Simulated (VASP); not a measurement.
Input of a VASP 6.6.1 run:

Contents of INCAR:

```
ALGO = Normal ; EDIFF = 1E-6
ENCUT = 520 ; ISIF = 2
ISMEAR = -1 ; ISPIN = 2
LASPH = T ; LCHARG = F
LMAXMIX = 4 ; LORBIT = 11
LREAL = F ; LWAVE = F
MAGMOM = 3 ; NBANDS = 14
NELM = 150 ; PREC = Accurate
SIGMA = 0.05
```

KPOINTS

```
k-points
0
Gamma
  11 11 1
```

Contents of POSCAR:

```
Fe
1.0
    2.3111900000      0.0000000000      0.0000000000
    0.0000000000      2.3111900000      0.0000000000
    0.0000000000      0.0000000000     23.8000000000
Fe
1
Direct
    0.0000000000      0.0000000000      0.2941200000
```

Potentials or basis: VASP PAW LDA potentials, release 64 (Fe).

Launch:

```bash
$ cat potpaw_LDA.64/Fe/POTCAR > POTCAR
$ mpirun -np 1 vasp_std > vasp.out
```

Q: Estimate the site moments.

A: Fe +2.56 μB.

Q: Predict the net moment.

A: 2.65 μB per cell.
